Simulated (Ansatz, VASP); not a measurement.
# One calculation of BN, two programs

```
B N
1.0
     0.00000    1.75011    1.95194
     1.95194    0.00000    1.95194
     1.95194    1.75011    0.00000
B N
1 1
Direct
  0.00000 0.00000 0.00000
  0.75000 0.75000 0.75000
```

Alike in both runs: task single point; functional PBE; k mesh 12 × 12 × 12; occupations gaussian, width 0.05 eV; no spin polarisation.

|  | VASP | Ansatz |
| --- | --- | --- |
| version | VASP 6.6.1 | Ansatz 0.2.0 |
| potentials or method | VASP PAW PBE potentials, release 64 (B, N), cutoff 520 eV | scalar-relativistic, plane waves, PAW |
| valence electrons in the cell | 8 | 8 |

VASP gave:

- gap on the k mesh at the Fermi level (eV): 2.79
- least direct gap on the mesh (eV): 7.29

**Question.** Which values does Ansatz return?

**Answer.** gap on the k mesh at the Fermi level (eV): 2.80; least direct gap on the mesh (eV): 7.29.
